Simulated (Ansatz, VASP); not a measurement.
# One calculation of MgO, two programs

File INCAR:

```
SYSTEM = MgO
PREC     = Accurate       ! precision mode
ENCUT    = 520            ! plane-wave cutoff, eV
EDIFF    = 1E-6           ! SCF threshold, eV
ISMEAR   = -1             ! smearing method
SIGMA    = 0.05           ! smearing width, eV
LREAL    = .False.        ! projectors in reciprocal space
LASPH    = .True.         ! aspherical terms in the spheres
NELM     = 60             ! most SCF steps
ALGO     = Normal         ! electronic algorithm
ISIF     = 2              ! what is computed and relaxed
LWAVE    = .False.        ! write WAVECAR
LCHARG   = .False.        ! write CHGCAR
GGA      = CA             ! functional
NBANDS   = 16             ! bands
```

File KPOINTS:

```
regular mesh
0
Gamma
  9 9 6
  0 0 0
```

The input POSCAR:

```
MgO
1.0
    3.2402621826      0.0000000000      0.0000000000
   -1.6201310913      2.8061493650      0.0000000000
    0.0000000000      0.0000000000      4.8811616653
Mg O
2 2
Direct
    0.6666666667      0.3333333333      0.5021597400
    0.3333333333      0.6666666667      0.0021597400
    0.6666666667      0.3333333333      0.9024402600
    0.3333333333      0.6666666667      0.4024402600
```

The input input.yaml:

```yaml
crystal:
  lattice:
    - [3.2402621826, 0.0, 0.0]
    - [-1.6201310913, 2.806149365, 0.0]
    - [0.0, 0.0, 4.8811616653]
  atoms:
    - { symbol: Mg, position: [0.6666666667, 0.3333333333, 0.50215974] }
    - { symbol: Mg, position: [0.3333333333, 0.6666666667, 0.00215974] }
    - { symbol: O, position: [0.6666666667, 0.3333333333, 0.90244026] }
    - { symbol: O, position: [0.3333333333, 0.6666666667, 0.40244026] }
kpoints:
  mp_grid: { grid: [9, 9, 6] }
scf:
  occupations: { method: fermi_dirac, width: 0.05 }
hamiltonian:
  xc: lda
  pseudopotentials: { kind: all_electron, lapw: { basis_error: 0.002 } }
output:
  forces: true
  stress: true
  eigenvalues: true
```

Change from the starting cell: volume scaled by 0.94.

Alike in both runs: task single point; functional LDA; k mesh 9 × 9 × 6; occupations fermi-dirac, width 0.05 eV; no spin polarisation.

|  | VASP | Ansatz |
| --- | --- | --- |
| version | VASP 6.6.1 | Ansatz 0.2.0 |
| potentials or method | VASP PAW LDA potentials, release 64 (Mg, O), cutoff 520 eV | all-electron LAPW, scalar-relativistic |

Ansatz gave:

- gap on the k mesh at the Fermi level (eV): 3.71
- least direct gap on the mesh (eV): 3.71
- pressure (GPa): 4.0
- traceless stress, the component that is largest in VASP (GPa): -0.56
- rms of the force components (eV/Å): 0.014

Task: Estimate VASP's values.

Result: gap on the k mesh at the Fermi level (eV): 3.71; least direct gap on the mesh (eV): 3.71; pressure (GPa): 2.7; traceless stress, the component that is largest in VASP (GPa): -0.48; rms of the force components (eV/Å): 0.012.

LDA's correlation is that of Perdew and Zunger in VASP and of Perdew and Wang (1992) in Ansatz. Atom by atom the forces differ by 0.002 eV/Å (rms over components). Ansatz ran all-electron here, and VASP with PAW potentials.
